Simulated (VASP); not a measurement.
A run of VASP 6.6.1:

The input INCAR:

```
SYSTEM = N
PREC = Accurate
ENCUT = 520
EDIFF = 1E-7
ISMEAR = 0
SIGMA = 0.01
LREAL = .FALSE.
LASPH = .TRUE.
NELM = 80
ALGO = Normal
ISIF = 2
LWAVE = .FALSE.
LCHARG = .FALSE.
GGA = PS
NBANDS = 18
```

Contents of KPOINTS:

```
Automatic mesh
0
G
  5 5 3
  0 0 0
```

POSCAR

```
N
1.0
    4.3017517624      0.0000000000      0.0000000000
   -2.1508753650      3.7254256448      0.0000000000
    0.0000000000      0.0000000000      7.2321586180
N
4
Direct
    0.3333333333      0.6666666667      0.3289300000
    0.3333333333      0.6666666667      0.1710700000
    0.6666666667      0.3333333333      0.8289300000
    0.6666666667      0.3333333333      0.6710700000
```

Potentials or basis: VASP PAW PBE potentials, release 64 (N).

The run is started by

```console
$ cat potpaw_PBE.64/N/POTCAR > POTCAR
$ mpirun -np 1 vasp_std > vasp.out
```

Hardware: 1 thread of AMD EPYC 7R43 64-Core Processor (Zen 3), on a shared host.

Q: How long does it take, and how much memory?

A: It took 28 s on 1 thread of AMD EPYC 7R43 64-Core Processor (Zen 3), on a shared host, peak memory 0.17 GiB. Counts: scf iterations 15, k points 10.
